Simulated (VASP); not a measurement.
# TaN (P-62m) in VASP: further runs

Runs on TaN. Level: r2SCAN. Tasks: single point.

All numbers are computed with VASP 6.6.1; they aren't measurements. Logs are shortened: lines on timing, memory, paths and dates and some standing lists are left out, and cuts for length are marked.

## 1. The cell of the first run

Symmetry: P-62m, No. 189, hexagonal system. Conventional cell: a = 5.200 Å, b = 5.200 Å, c = 2.910 Å, α = 90.00°, β = 90.00°, γ = 120.00°. Within 3.1 Å of Ta (site symmetry -6) lie 6 N at 2.16 Å and 5 Ta at 2.91 to 3.00 Å. Ta (site symmetry -62m) has 3 N at 2.04 Å within 2.7 Å. Within 3.0 Å of N (site symmetry m2m) lie 5 Ta at 2.04 to 2.16 Å and 6 N at 2.77 to 2.91 Å.

## 2. Single point, r2SCAN

File POSCAR:

```
TaN
1.0
    5.1996298253      0.0000000000      0.0000000000
   -2.5998149126      4.5030115190      0.0000000000
    0.0000000000      0.0000000000      2.9103592718
Ta N
3 3
Direct
    0.3333333333      0.6666666667      0.5000000000
    0.6666666667      0.3333333333      0.5000000000
    0.0000000000      0.0000000000      0.0000000000
    0.3924063645      0.0000000000      0.0000000000
    0.6075936355      0.6075936355      0.0000000000
    0.0000000000      0.3924063645      0.0000000000
```

File INCAR.step1:

```
ALGO = Normal ; EDIFF = 1E-5
ENCUT = 770 ; GGA = PE
GGA_COMPAT = F ; ISMEAR = 0
LASPH = T ; LCHARG = F
LREAL = F ; LWAVE = T
NBANDS = 36 ; NELM = 120
PREC = Accurate ; SIGMA = 0.15
```

File INCAR.step2:

```
ALGO = Normal ; EDIFF = 1E-6
ENCUT = 770 ; GGA_COMPAT = F
ISIF = 2 ; ISMEAR = 0
ISTART = 1 ; LASPH = T
LCHARG = F ; LMIXTAU = T
LREAL = F ; LWAVE = F
METAGGA = R2SCAN ; NBANDS = 36
NELM = 120 ; PREC = Accurate
SIGMA = 0.15
```

File KPOINTS:

```
k-points
0
Gamma
  6 6 12
```

Potentials or basis: VASP PAW PBE potentials, release 64 (Ta_sv_GW, N).

Run with:

```
cat potpaw_PBE.64/Ta_sv_GW/POTCAR potpaw_PBE.64/N/POTCAR > POTCAR
cp INCAR.step1 INCAR
mpirun -np 1 vasp_std > vasp.out
cp INCAR.step2 INCAR
mpirun -np 1 vasp_std > vasp.out
```

OUTCAR:

```text
EDIFF = 1E-6
   ENCUT = 770
   ISIF = 2
   ISMEAR = 0
   ISTART = 1
   LASPH = T
   LREAL = F
   METAGGA = R2SCAN
   NELM = 120
   PREC = Accurate

 ion  position               nearest neighbor table
   1  0.333  0.667  0.500-   4 2.16   4 2.16   6 2.16   6 2.16   5 2.16   5 2.16   2 3.00   2 3.00
                             2 3.00
   2  0.667  0.333  0.500-   6 2.16   6 2.16   4 2.16   4 2.16   5 2.16   5 2.16   1 3.00   1 3.00
                             1 3.00
   3  0.000  0.000  0.000-   6 2.04   4 2.04   5 2.04
   4  0.392  0.000  0.000-   3 2.04   1 2.16   1 2.16   2 2.16   2 2.16
   5  0.608  0.608  0.000-   3 2.04   2 2.16   2 2.16   1 2.16   1 2.16
   6  0.000  0.392  0.000-   3 2.04   2 2.16   2 2.16   1 2.16   1 2.16

  LATTYP: Found a hexagonal cell.
 ALAT       =     5.1996298253
 C/A-ratio  =     0.5597243207

  Lattice vectors:

 A1 = (   5.1996298253,   0.0000000000,   0.0000000000)
 A2 = (  -2.5998149126,   4.5030115190,   0.0000000000)
 A3 = (   0.0000000000,   0.0000000000,   2.9103592718)

Analysis of symmetry for initial positions (statically):
=====================================================================
 Subroutine PRICEL returns:
 Original cell was already a primitive cell.

 Routine SETGRP: Setting up the symmetry group for a
 hexagonal supercell.

 Subroutine GETGRP returns: Found 12 space group operations
 (whereof 12 operations were pure point group operations)
 out of a pool of 24 trial point group operations.

The static configuration has the point symmetry D_3h.

Analysis of symmetry for dynamics (positions and initial velocities):
=====================================================================
 Subroutine PRICEL returns:
 Original cell was already a primitive cell.

 Routine SETGRP: Setting up the symmetry group for a
 hexagonal supercell.

 Subroutine GETGRP returns: Found 12 space group operations
 (whereof 12 operations were pure point group operations)
 out of a pool of 24 trial point group operations.

The dynamic configuration has the point symmetry D_3h.

 Subroutine INISYM returns: Found 12 space group operations
 (whereof 12 operations are pure point group operations),
 and found     1 'primitive' translations

----------------------------------------------------------------------------------------

                                     Primitive cell

  volume of cell :      68.1431

  direct lattice vectors                    reciprocal lattice vectors
     5.199629825  0.000000000  0.000000000     0.192321383  0.111036802  0.000000000
    -2.599814913  4.503011519  0.000000000     0.000000000  0.222073605  0.000000000
     0.000000000  0.000000000  2.910359272     0.000000000  0.000000000  0.343600190

  length of vectors
     5.199629825  5.199629825  2.910359272     0.222073605  0.222073605  0.343600190

  position of ions in fractional coordinates (direct lattice)
     0.333333333  0.666666667  0.500000000
     0.666666667  0.333333333  0.500000000
     0.000000000  0.000000000  0.000000000
     0.392406364  0.000000000  0.000000000
     0.607593636  0.607593636  0.000000000
     0.000000000  0.392406364  0.000000000

  ion indices of the primitive-cell ions
   primitive index   ion index
                 1           1
                 2           2
                 3           3
                 4           4
                 5           5
                 6           6

----------------------------------------------------------------------------------------

 KPOINTS: k-points

Automatic generation of k-mesh.
 Grid dimensions read from file:
 generate k-points for:    6    6   12

 Generating k-lattice:

  Cartesian coordinates                     Fractional coordinates (reciprocal lattice)
     0.032053564  0.018506134  0.000000000     0.166666667  0.000000000  0.000000000
     0.000000000  0.037012267  0.000000000     0.000000000  0.166666667  0.000000000
     0.000000000  0.000000000  0.028633349     0.000000000  0.000000000  0.083333333

  Length of vectors
     0.037012267  0.037012267  0.028633349

  Shift w.r.t. Gamma in fractional coordinates (k-lattice)
     0.000000000  0.000000000  0.000000000

 Subroutine IBZKPT returns following result:
 ===========================================

 Found     49 irreducible k-points:

 Following reciprocal coordinates:
            Coordinates               Weight
  0.000000  0.000000  0.000000      1.000000
  0.166667  0.000000  0.000000      6.000000
  0.333333 -0.000000  0.000000      6.000000
  0.500000  0.000000  0.000000      3.000000
  0.166667  0.166667  0.000000      6.000000
  0.333333  0.166667  0.000000     12.000000
[... 16 lines left out ...]
  0.166667  0.000000  0.250000     12.000000
  0.333333 -0.000000  0.250000     12.000000
 [... further k-points ...]
   k-points           NKPTS =     49   k-points in BZ     NKDIM =     49   number of bands    NBANDS=     36
   number of dos      NEDOS =    301   number of ions     NIONS =      6
   total plane-waves  NPLWV =  64512
   dimension x,y,z NGX =    48 NGY =   48 NGZ =   28
   dimension x,y,z NGXF=    96 NGYF=   96 NGZF=   56
   ions per type =               3   3
   NGX,Y,Z   is equivalent  to a cutoff of  15.35, 15.35, 15.99 a.u.
   NGXF,Y,Z  is equivalent  to a cutoff of  30.69, 30.69, 31.99 a.u.
 SYSTEM =  unknown system
   PREC   = accura    normal or accurate (medium, high low for compatibility)
   ISTART =      1    job   : 0-new  1-cont  2-samecut
   ICHARG =      0    charge: 1-file 2-atom 10-const
   ISPIN  =      1    spin polarized calculation?
   LNONCOLLINEAR =      F non collinear calculations
   LSORBIT =      F    spin-orbit coupling
   LASPH  =      T    aspherical Exc in radial PAW
   ENCUT  =  770.0 eV  56.59 Ry    7.52 a.u.  11.76 11.76  6.58*2*pi/ulx,y,z
   NELM   =    120;   NELMIN=  2; NELMDL=  0     # of ELM steps
   EDIFF  = 0.1E-05   stopping-criterion for ELM
   LREAL  =      F    real-space projection
[... 7 lines left out ...]
   TEBEG  =    0.0;   TEEND  =   0.0 temperature during run
   PSTRESS=    0.0 pullay stress
   NELECT =      54.0000    total number of electrons
   NUPDOWN=      -1.0000    fix difference up-down
   EMIN   =  10.00;   EMAX   =-10.00  energy-range for DOS
   EFERMI =   0.00;   METHOD = LEGACY
   ISMEAR =     0;   SIGMA  =   0.15  broadening in eV -4-tet -1-fermi 0-gaus
   EFERMI_NEDOS =   21; number of points for ismear=-14 and -15
   IALGO  =     38    algorithm
   IMIX   =      4    mixing-type and parameters
     AMIX     =   0.40;   BMIX     =  1.00
     AMIX_MAG =   1.60;   BMIX_MAG =  1.00
  volume/ion in A,a.u.               =      11.36        76.64
  Fermi-wavevector in a.u.,A,eV,Ry     =   1.514951  2.862843 31.226431  2.295078
  Thomas-Fermi vector in A             =   2.624540
   LORBIT       =      0    0 simple, 1 ext, 2 COOP (PROOUT), +10 PAW based schemes
   METAGGA = R2SCAN    functional components
   LHFCALC =     F    Hartree Fock is set to
   AEXX    =    0.0000 exact exchange contribution
   IVDW    =     0    specifies the selected vdW correction
   LEPSILON=     F    determine dielectric tensor
   LRPA    =     F    only Hartree local field effects (RPA)
 non-spin polarized calculation
 Gauss-broadening in eV      SIGMA  =   0.15
  energy-cutoff  :      770.00
  volume of cell :       68.14
 maximum number of plane-waves:      3343
 NGX is ok and might be reduce to    48
   NGX = 23   NGY = 23   NGZ = 13

 number of electron      54.0000000 magnetization

 Free energy of the ion-electron system (eV)
  ---------------------------------------------------
  ext. energy  EPLUGINS =         0.00000000
  ---------------------------------------------------
  free energy    TOTEN  =      -188.98419993 eV

  energy without entropy =     -188.97941063  energy(sigma->0) =     -188.98180528

 E-fermi :  12.2460     XC(G=0): -14.2628

 val. band max:       12.1852100770   @ k =   0.1667   0.0000   0.3333
 cond. band min:      12.4012475366   @ k =   0.0000   0.0000   0.3333
 fundamental gap:      0.2160374596
 Fermi energy:        12.2459881092

 k-point     1 :       0.0000    0.0000    0.0000
  band No.  band energies     occupation
      1     -59.2586      2.00000
      2     -59.2116      2.00000
      3     -58.5671      2.00000
      4     -25.2954      2.00000
      5     -25.2954      2.00000
      6     -24.9289      2.00000
[... 28 lines left out ...]
     35      15.6639      0.00000
     36      15.6639      0.00000

 k-point     2 :       0.1667    0.0000    0.0000
  band No.  band energies     occupation
      1     -59.2558      2.00000
      2     -59.2144      2.00000
      3     -58.5672      2.00000
      4     -25.3180      2.00000
      5     -25.2873      2.00000
      6     -24.9124      2.00000
[... 28 lines left out ...]
     35      15.6321      0.00000
     36      15.8740      0.00000

 k-point     3 :       0.3333   -0.0000    0.0000
  band No.  band energies     occupation
      1     -59.2485      2.00000
      2     -59.2215      2.00000
      3     -58.5674      2.00000
      4     -25.3565      2.00000
      5     -25.2401      2.00000
      6     -24.9358      2.00000
[... 28 lines left out ...]
     35      16.3499      0.00000
     36      16.4148      0.00000
[... 742 lines left out ...]
 k-point    23 :       0.1667    0.0000    0.2500
  band No.  band energies     occupation
      1     -59.2324      2.00000
      2     -59.1919      2.00000
      3     -58.5457      2.00000
      4     -25.2341      2.00000
      5     -25.2087      2.00000
      6     -25.1910      2.00000
[... 28 lines left out ...]
     35      16.0135      0.00000
     36      16.8708      0.00000

 k-point    24 :       0.3333   -0.0000    0.2500
  band No.  band energies     occupation
      1     -59.2253      2.00000
      2     -59.1989      2.00000
      3     -58.5458      2.00000
      4     -25.2620      2.00000
      5     -25.1882      2.00000
      6     -25.1592      2.00000
[... 28 lines left out ...]
     35      16.0928      0.00000
     36      17.2067      0.00000

 [... further k-points ...]

------------------------ aborting loop because EDIFF is reached ----------------------------------------

  FORCE on cell =-STRESS in cart. coord.  units (eV):
  Direction    XX          YY          ZZ          XY          YZ          ZX
  --------------------------------------------------------------------------------------
  -------------------------------------------------------------------------------------
  Total        0.1295173      0.1295173     -0.0992284      0.0000000      0.0000000      0.0000000
  in kB        3.0452023      3.0452023     -2.3330521      0.0000000      0.0000000      0.0000000
  external PRESSURE =       1.2524508 kB  Pullay stress =       0.0000000 kB

 VOLUME and BASIS-vectors are now :
 -----------------------------------------------------------------------------
  energy-cutoff  :      770.00
  volume of cell :       68.14
      direct lattice vectors                 reciprocal lattice vectors
     5.199629825  0.000000000  0.000000000     0.192321383  0.111036802  0.000000000
    -2.599814913  4.503011519  0.000000000     0.000000000  0.222073605  0.000000000
     0.000000000  0.000000000  2.910359272     0.000000000  0.000000000  0.343600190

 POSITION                                       TOTAL-FORCE (eV/Angst)
 -----------------------------------------------------------------------------------
     -0.00000      3.00201      1.45518         0.000000     -0.000000      0.000000
      2.59981      1.50100      1.45518         0.000000      0.000000      0.000000
      0.00000      0.00000      0.00000         0.000000      0.000000      0.000000
      2.04037      0.00000      0.00000         0.016023      0.000000     -0.000000
      1.57963      2.73600      0.00000        -0.008012     -0.013877      0.000000
     -1.02018      1.76701      0.00000        -0.008012      0.013877      0.000000
 -----------------------------------------------------------------------------------
    total drift:                               -0.000001     -0.000001      0.000000

  FREE ENERGIE OF THE ION-ELECTRON SYSTEM (eV)
  ---------------------------------------------------
  free  energy   TOTEN  =      -188.9841999265 eV

  energy  without entropy=     -188.9794106291  energy(sigma->0) =     -188.98180528
```

Wall time 9.8 min (1 thread of Intel Xeon Platinum 8375C at 2.90GHz (Ice Lake), shared host); peak memory 0.38 GiB.

What came out:

```yaml
Free_energy: -188.9842 eV
Pressure: 0.1 GPa
Largest_force: 0.016 eV/Å
Band_gap_on_the_k_mesh: zero (bands 27 and 28 overlap by 3.25 eV)
```

Forces on the atoms (eV/Å):
```
Ta   0.000  0.000  0.000
Ta   0.000  0.000  0.000
Ta   0.000  0.000  0.000
N    0.016  0.000  0.000
N   -0.008 -0.014  0.000
N   -0.008  0.014  0.000
```

Caveat: the PAW data sets were made with another functional, which shifts forces and pressure a little; spin-orbit coupling is left out, which moves the levels of the heavy elements.

## 3. Single point, r2SCAN

POSCAR, as its differences from that of step 2:

```diff
@@ -2,5 +2,5 @@
 1.0
-    5.1996298253      0.0000000000      0.0000000000
-   -2.5998149126      4.5030115190      0.0000000000
-    0.0000000000      0.0000000000      2.9103592718
+    5.1996298250      0.0000000000      0.0000000000
+   -2.5998149125      4.5030115188      0.0000000000
+    0.0000000000      0.0000000000      2.9103592740
 Ta N
```

File INCAR.step1:

```
SYSTEM = TaN
ALGO     = Normal         ! electronic algorithm
EDIFF    = 1E-5           ! SCF threshold, eV
ENCUT    = 660            ! plane-wave cutoff, eV
GGA      = PE             ! functional
GGA_COMPAT= .False.      
ISMEAR   = 0              ! smearing method
LASPH    = .True.         ! aspherical terms in the spheres
LCHARG   = .False.        ! write CHGCAR
LREAL    = .False.        ! projectors in reciprocal space
LWAVE    = .True.         ! write WAVECAR
NBANDS   = 33             ! bands
NELM     = 120            ! most SCF steps
PREC     = Accurate       ! precision mode
SIGMA    = 0.15           ! smearing width, eV
```

File INCAR.step2:

```
SYSTEM = TaN
ALGO     = Normal         ! electronic algorithm
EDIFF    = 1E-6           ! SCF threshold, eV
ENCUT    = 660            ! plane-wave cutoff, eV
GGA_COMPAT= .False.      
ISIF     = 2              ! what is computed and relaxed
ISMEAR   = 0              ! smearing method
ISTART   = 1            
LASPH    = .True.         ! aspherical terms in the spheres
LCHARG   = .False.        ! write CHGCAR
LMIXTAU  = .True.       
LREAL    = .False.        ! projectors in reciprocal space
LWAVE    = .False.        ! write WAVECAR
METAGGA  = R2SCAN         ! meta-GGA
NBANDS   = 33             ! bands
NELM     = 120            ! most SCF steps
PREC     = Accurate       ! precision mode
SIGMA    = 0.15           ! smearing width, eV
```

File KPOINTS:

```
k-points
0
Gamma
  12 12 16
  0 0 0
```

Potentials or basis: VASP PAW PBE potentials, release 64 (Ta_pv, N).

Run with:

```
cat potpaw_PBE.64/Ta_pv/POTCAR potpaw_PBE.64/N/POTCAR > POTCAR
cp INCAR.step1 INCAR
mpirun -np 1 vasp_std > vasp.out
cp INCAR.step2 INCAR
mpirun -np 1 vasp_std > vasp.out
```

It took 32 min on 1 thread of Oxide Virtual Turin-like, shared host; peak memory 0.52 GiB.

Results (log left out):

```
Free energy            : -181.3172 eV
Pressure               : 1.6 GPa
Band gap on the k mesh : zero (bands 24 and 25 overlap by 3.25 eV)
```

Stress tensor (GPa, compression positive):
```
1.79 0.00 0.00
0.00 1.79 0.00
0.00 0.00 1.34
```

Levels at points of the mesh, in eV from the Fermi level:
```
           k point  band 22  band 23  band 24  band 25  band 26  band 27
(0.00, 0.00, 0.00)    -3.64    -2.05    -1.03    -1.03     0.67     0.67
(0.50, 0.00, 0.00)    -4.22    -3.04    -2.79     1.27     1.88     2.01
(0.00, 0.00, 0.50)    -3.07    -3.07     1.92     1.94     1.94     2.36
(0.50, 0.00, 0.50)    -3.45    -2.18    -1.04     0.49     1.51     3.33
```

Caveat: the PAW data sets were made with another functional, which shifts forces and pressure a little; spin-orbit coupling is left out, which moves the levels of the heavy elements.

The gap in the log of VASP goes by the Fermi energy; the results here count the filled bands.